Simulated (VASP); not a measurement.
I, 4 atoms in the cell. Symmetry: Cmce, No. 64, orthorhombic system. Conventional cell: a = 7.221 Å, b = 4.758 Å, c = 9.728 Å, α = 90.00°, β = 90.00°, γ = 90.00°. I (site symmetry m) has 1 I at 2.66 Å within 3.5 Å.  This cell differs from its parent crystal: volume scaled by 0.98.

| Property | Result |
| --- | --- |
| Program | VASP 6.6.1 |
| Task | single point |
| Functional | LDA |
| Potentials or basis | VASP PAW LDA potentials, release 64 (I) |
| Cutoff | 520 eV |
| k mesh | 7 × 7 × 3 |
| Occupations | fermi-dirac, width 0.05 eV |
| Spin | no spin polarisation |
| Dipole correction | no |
| Further INCAR settings | ALGO = Normal; EDIFF = 1e-06; NBANDS = 22 |

Potentials or basis: VASP PAW LDA potentials, release 64 (I).

Run with:

```console
$ cat potpaw_LDA.64/I/POTCAR > POTCAR
$ mpirun -np 1 vasp_std > vasp.out
```

Hardware: 1 thread of Intel(R) Xeon(R) 6975P-C (Granite Rapids), on a shared host.

Problem. How long does it take, and how much memory?

Solution. Run time: 44 s on 1 thread of Intel(R) Xeon(R) 6975P-C (Granite Rapids), on a shared host, peak memory 0.24 GiB. Counts: scf iterations 15, k points 32.
